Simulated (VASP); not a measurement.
# SiC (P6_3mc) in VASP: a series of runs

The runs below take SiC through single point, relaxation of cell and atoms, with PBEsol.

Program: VASP 6.6.1. These are calculated values, not measurements. Logs are shortened: lines on timing, memory, paths and dates and some standing lists are left out, and cuts for length are marked.

## Step 1: The cell of the first run

It takes space group P6_3mc (No. 186, hexagonal). The conventional cell has a = 3.076 Å, b = 3.076 Å, c = 10.071 Å, α = 90.00°, β = 90.00°, γ = 120.00°. Si (site symmetry 3m) has 4 C at 1.88 to 1.89 Å within 2.5 Å. Within 2.5 Å of Si (site symmetry 3m) lie 4 C at 1.88 to 1.89 Å. Within 2.5 Å of C (site symmetry 3m) lie 4 Si at 1.88 to 1.89 Å. Within 2.5 Å of C (site symmetry 3m) lie 4 Si at 1.88 to 1.89 Å.

## Step 2: Single point, PBEsol

The input, INCAR:

```
SYSTEM = SiC
PREC = Accurate
ENCUT = 520
EDIFF = 1E-6
ISMEAR = 0
SIGMA = 0.1
LREAL = .False.
LASPH = .True.
NELM = 60
ALGO = Normal
ISIF = 2
LWAVE = .False.
LCHARG = .False.
GGA = PS
NBANDS = 26
```

The input, KPOINTS:

```
Automatic mesh
0
Gamma
  6 6 2
  0 0 0
```

The input, POSCAR:

```
SiC
1.0
    3.0756941497      0.0000000000      0.0000000000
   -1.5378470748      2.6636292679      0.0000000000
    0.0000000000      0.0000000000     10.0706464800
Si C
4 4
Direct
    0.6666666700      0.3333333300      0.9378419800
    0.3333333300      0.6666666700      0.4378419800
    0.0000000000      0.0000000000      0.6878943800
    0.0000000000      0.0000000000      0.1878943800
    0.6666666700      0.3333333300      0.7498025900
    0.3333333300      0.6666666700      0.2498025900
    0.0000000000      0.0000000000      0.5004600500
    0.0000000000      0.0000000000      0.0004600500
```

Potentials or basis: VASP PAW PBE potentials, release 64 (Si, C).

Command:

```
> cat potpaw_PBE.64/Si/POTCAR potpaw_PBE.64/C/POTCAR > POTCAR
> mpirun -np 1 vasp_std > vasp.out
```

OUTCAR:

```text
SYSTEM = SiC
   PREC = Accurate
   ENCUT = 520
   EDIFF = 1E-6
   ISMEAR = 0
   LREAL = .False.
   LASPH = .True.
   NELM = 60
   ISIF = 2
   GGA = PS

 ion  position               nearest neighbor table
   1  0.667  0.333  0.938-   8 1.88   8 1.88   8 1.88   5 1.89   3 3.08   3 3.08   3 3.08   4 3.08
                             4 3.08   4 3.08
   2  0.333  0.667  0.438-   7 1.88   7 1.88   7 1.88   6 1.89   4 3.08   4 3.08   4 3.08   3 3.08
                             3 3.08   3 3.08
   3  0.000  0.000  0.688-   5 1.88   5 1.88   5 1.88   7 1.89   1 3.08   1 3.08   1 3.08   2 3.08
                             2 3.08   2 3.08
   4  0.000  0.000  0.188-   6 1.88   6 1.88   6 1.88   8 1.89   2 3.08   2 3.08   2 3.08   1 3.08
                             1 3.08   1 3.08
   5  0.667  0.333  0.750-   3 1.88   3 1.88   3 1.88   1 1.89
   6  0.333  0.667  0.250-   4 1.88   4 1.88   4 1.88   2 1.89
   7  0.000  0.000  0.500-   2 1.88   2 1.88   2 1.88   3 1.89
   8  0.000  0.000  0.000-   1 1.88   1 1.88   1 1.88   4 1.89

  LATTYP: Found a hexagonal cell.
 ALAT       =     3.0756941497
 C/A-ratio  =     3.2742678530

  Lattice vectors:

 A1 = (   3.0756941497,   0.0000000000,   0.0000000000)
 A2 = (  -1.5378470748,   2.6636292679,   0.0000000000)
 A3 = (   0.0000000000,   0.0000000000,  10.0706464800)

Analysis of symmetry for initial positions (statically):
=====================================================================
 Subroutine PRICEL returns:
 Original cell was already a primitive cell.

 Routine SETGRP: Setting up the symmetry group for a
 hexagonal supercell.

 Subroutine GETGRP returns: Found 12 space group operations
 (whereof  6 operations were pure point group operations)
 out of a pool of 24 trial point group operations.

The static configuration has the point symmetry C_3v.
 The point group associated with its full space group is C_6v.

Analysis of symmetry for dynamics (positions and initial velocities):
=====================================================================
 Subroutine PRICEL returns:
 Original cell was already a primitive cell.

 Routine SETGRP: Setting up the symmetry group for a
 hexagonal supercell.

 Subroutine GETGRP returns: Found 12 space group operations
 (whereof  6 operations were pure point group operations)
 out of a pool of 24 trial point group operations.

[... 105 lines left out ...]
   NSW    =      0    number of steps for IOM
   IBRION =     -1    ionic relax: 0-MD 1-quasi-New 2-CG
   NFREE  =      0    steps in history (QN), initial steepest desc. (CG)
   ISIF   =      2    stress and relaxation
   ISYM   =      2    0-nonsym 1-usesym 2-fastsym
   POTIM  = 0.5000    time-step for ionic-motion
   TEBEG  =    0.0;   TEEND  =   0.0 temperature during run
   PSTRESS=    0.0 pullay stress
   NELECT =      32.0000    total number of electrons
   NUPDOWN=      -1.0000    fix difference up-down
   EMIN   =  10.00;   EMAX   =-10.00  energy-range for DOS
   EFERMI =   0.00;   METHOD = LEGACY
   ISMEAR =     0;   SIGMA  =   0.10  broadening in eV -4-tet -1-fermi 0-gaus
   EFERMI_NEDOS =   21; number of points for ismear=-14 and -15
   IALGO  =     38    algorithm
   IMIX   =      4    mixing-type and parameters
     AMIX     =   0.40;   BMIX     =  1.00
     AMIX_MAG =   1.60;   BMIX_MAG =  1.00
  volume/ion in A,a.u.               =      10.31        69.60
  Fermi-wavevector in a.u.,A,eV,Ry     =   1.193897  2.256138 19.393597  1.425389
  Thomas-Fermi vector in A             =   2.329900
   LORBIT       =      0    0 simple, 1 ext, 2 COOP (PROOUT), +10 PAW based schemes
   GGA     = PS    functional components
   LHFCALC =     F    Hartree Fock is set to
   AEXX    =    0.0000 exact exchange contribution
   IVDW    =     0    specifies the selected vdW correction
   LEPSILON=     F    determine dielectric tensor
   LRPA    =     F    only Hartree local field effects (RPA)
 non-spin polarized calculation
 Gauss-broadening in eV      SIGMA  =   0.10
  energy-cutoff  :      520.00
  volume of cell :       82.50
 maximum number of plane-waves:      2248
 NGX is ok and might be reduce to    24
   NGX = 11   NGY = 11   NGZ = 37

 number of electron      32.0000000 magnetization

 Free energy of the ion-electron system (eV)
  ---------------------------------------------------
  ext. energy  EPLUGINS =         0.00000000
  ---------------------------------------------------
  free energy    TOTEN  =       -63.64704075 eV

  energy without entropy =      -63.64704075  energy(sigma->0) =      -63.64704075

 E-fermi :   8.5906     XC(G=0): -11.5149

 val. band max:        8.1643183202   @ k =   0.0000   0.0000   0.0000
 cond. band min:      10.2694016413   @ k =   0.5000   0.0000   0.0000
 fundamental gap:      2.1050833211
 Fermi energy:         8.5905684579

 k-point     1 :       0.0000    0.0000    0.0000
  band No.  band energies     occupation
      1      -7.3647      2.00000
      2      -6.1789      2.00000
      3      -6.1426      2.00000
      4      -3.7496      2.00000
      5      -0.5309      2.00000
      6       3.7512      2.00000
[... 395 lines left out ...]
     25      18.4051      0.00000
     26      18.4096      0.00000

------------------------ aborting loop because EDIFF is reached ----------------------------------------

  FORCE on cell =-STRESS in cart. coord.  units (eV):
  Direction    XX          YY          ZZ          XY          YZ          ZX
  --------------------------------------------------------------------------------------
  -------------------------------------------------------------------------------------
  Total        0.4709310      0.4709310      0.3357119      0.0000000      0.0000000     -0.0000000
  in kB        9.1452082      9.1452082      6.5193320      0.0000000      0.0000000     -0.0000000
  external PRESSURE =       8.2699161 kB  Pullay stress =       0.0000000 kB

 VOLUME and BASIS-vectors are now :
 -----------------------------------------------------------------------------
  energy-cutoff  :      520.00
  volume of cell :       82.50
      direct lattice vectors                 reciprocal lattice vectors
     3.075694150  0.000000000  0.000000000     0.325129857  0.187713811  0.000000000
    -1.537847075  2.663629268  0.000000000     0.000000000  0.375427621  0.000000000
     0.000000000  0.000000000 10.070646480     0.000000000  0.000000000  0.099298491

 POSITION                                       TOTAL-FORCE (eV/Angst)
 -----------------------------------------------------------------------------------
      1.53785      0.88788      9.44468        -0.000000     -0.000000      0.002461
     -0.00000      1.77575      4.40935         0.000000     -0.000000      0.002461
      0.00000      0.00000      6.92754        -0.000000     -0.000000      0.006302
      0.00000      0.00000      1.89222         0.000000     -0.000000      0.006302
      1.53785      0.88788      7.55100        -0.000000      0.000000     -0.003477
     -0.00000      1.77575      2.51567         0.000000     -0.000000     -0.003477
      0.00000      0.00000      5.03996        -0.000000     -0.000000     -0.005286
      0.00000      0.00000      0.00463         0.000000     -0.000000     -0.005286
 -----------------------------------------------------------------------------------
    total drift:                               -0.000000     -0.000000      0.000075

  FREE ENERGIE OF THE ION-ELECTRON SYSTEM (eV)
  ---------------------------------------------------
  free  energy   TOTEN  =       -63.6470407508 eV

  energy  without entropy=      -63.6470407508  energy(sigma->0) =      -63.64704075
```

OSZICAR:

```text
N       E                     dE             d eps       ncg     rms          rms(c)
DAV:   1     0.655976685249E+02    0.65598E+02   -0.14514E+04   728   0.112E+03
DAV:   2    -0.639014830837E+02   -0.12950E+03   -0.12033E+03   964   0.188E+02
DAV:   3    -0.707971694847E+02   -0.68957E+01   -0.68348E+01  1000   0.399E+01
DAV:   4    -0.708857543270E+02   -0.88585E-01   -0.88458E-01   952   0.523E+00
DAV:   5    -0.708873526486E+02   -0.15983E-02   -0.15977E-02   952   0.654E-01    0.176E+01
DAV:   6    -0.639407416999E+02    0.69466E+01   -0.17984E+01   922   0.185E+01    0.807E+00
DAV:   7    -0.637057509276E+02    0.23499E+00   -0.20506E+00   998   0.638E+00    0.330E+00
DAV:   8    -0.636536727426E+02    0.52078E-01   -0.12570E-01   886   0.164E+00    0.949E-01
DAV:   9    -0.636467958682E+02    0.68769E-02   -0.16084E-02   894   0.649E-01    0.151E-01
DAV:  10    -0.636470233883E+02   -0.22752E-03   -0.97719E-04   910   0.160E-01    0.733E-02
DAV:  11    -0.636470410116E+02   -0.17623E-04   -0.70499E-05   938   0.530E-02    0.126E-02
DAV:  12    -0.636470407508E+02    0.26084E-06   -0.50659E-06   898   0.114E-02
   1 F= -.63647041E+02 E0= -.63647041E+02  d E =-.202316E-10
```

Wall time 11 s (1 thread of Intel Xeon 6975P-C (Granite Rapids), shared host); peak memory 0.19 GiB.

What came out:

| Quantity | Value |
| --- | --- |
| Free energy | -63.6470 eV |
| Pressure | 0.8 GPa |
| Largest force | 0.006 eV/Å |
| Band gap on the k mesh | 2.11 eV (least direct gap 3.23 eV) |

Forces in eV/Å, atoms in the order of the input:
```
Si   0.000  0.000  0.002
Si   0.000  0.000  0.002
Si   0.000  0.000  0.006
Si   0.000  0.000  0.006
C    0.000  0.000 -0.003
C    0.000  0.000 -0.003
C    0.000  0.000 -0.005
C    0.000  0.000 -0.005
```

Stress tensor (GPa, compression positive):
```
0.91 0.00 0.00
0.00 0.91 0.00
0.00 0.00 0.65
```

Caveat: the PAW data sets were made with another functional, which shifts forces and pressure a little. A k mesh can miss the band edges.

## Step 3: Single point, PBEsol

This run uses another cell than the first one, of 10.33 Å³/atom.

The input, INCAR:

```
PREC     = Accurate       # precision mode
ENCUT    = 520            # plane-wave cutoff, eV
EDIFF    = 1E-6           # SCF threshold, eV
ISMEAR   = 0              # smearing method
SIGMA    = 0.02           # smearing width, eV
LREAL    = False          # projectors in reciprocal space
LASPH    = True           # aspherical terms in the spheres
NELM     = 60             # most SCF steps
ALGO     = Normal         # electronic algorithm
ISIF     = 2              # what is computed and relaxed
LWAVE    = False          # write WAVECAR
LCHARG   = False          # write CHGCAR
GGA      = PS             # functional
NBANDS   = 26             # bands
```

The input, KPOINTS:

```
Automatic mesh
0
Gamma
  12 12 4
```

The input, POSCAR:

```
SiC
1.0
    3.0780369099      0.0000000000      0.0000000000
   -1.5390184549      2.6656581578      0.0000000000
    0.0000000000      0.0000000000     10.0756977292
Si C
4 4
Direct
    0.6666666667      0.3333333333      0.9378298158
    0.3333333333      0.6666666667      0.4378298158
    0.0000000000      0.0000000000      0.6878977750
    0.0000000000      0.0000000000      0.1878977750
    0.6666666667      0.3333333333      0.7498180123
    0.3333333333      0.6666666667      0.2498180123
    0.0000000000      0.0000000000      0.5004533969
    0.0000000000      0.0000000000      0.0004533969
```

Potentials or basis: VASP PAW PBE potentials, release 64 (Si, C).

Command:

```
> cat potpaw_PBE.64/Si/POTCAR potpaw_PBE.64/C/POTCAR > POTCAR
> mpirun -np 1 vasp_std > vasp.out
```

Wall time 38 s (1 thread of Intel Xeon 6975P-C (Granite Rapids), shared host); peak memory 0.24 GiB.

It converged, with:

* Free energy: -63.6716 eV
* Pressure: 0.4 GPa
* Largest force: 0.004 eV/Å
* Band gap on the k mesh: 2.11 eV (least direct gap 3.23 eV)

Forces on the atoms (eV/Å):
```
Si   0.000  0.000  0.003
Si   0.000  0.000  0.003
Si   0.000  0.000  0.003
Si   0.000  0.000  0.003
C    0.000  0.000 -0.004
C    0.000  0.000 -0.004
C    0.000  0.000 -0.002
C    0.000  0.000 -0.002
```

Levels at points of the mesh, in eV from the valence-band top:
```
           k point  band 12  band 13  band 14  band 15  band 16  band 17  band 18  band 19  band 20  band 21
(0.00, 0.00, 0.00)    -0.59    -0.59    -0.05     0.00     0.00     5.03     5.61     6.25     6.25     6.91
(0.50, 0.00, 0.00)    -2.41    -2.38    -2.23    -1.59    -1.13     2.11     2.23     4.11     4.66     5.20
(0.00, 0.00, 0.50)    -1.05    -0.21    -0.21    -0.21    -0.21     5.24     5.24     6.70     6.70     6.99
(0.50, 0.00, 0.50)    -3.04    -2.53    -2.53    -1.56    -1.56     2.53     2.53     4.10     4.10     6.03
```

Caveat: the PAW data sets were made with another functional, which shifts forces and pressure a little.

(Continued in part 2 of 2.)
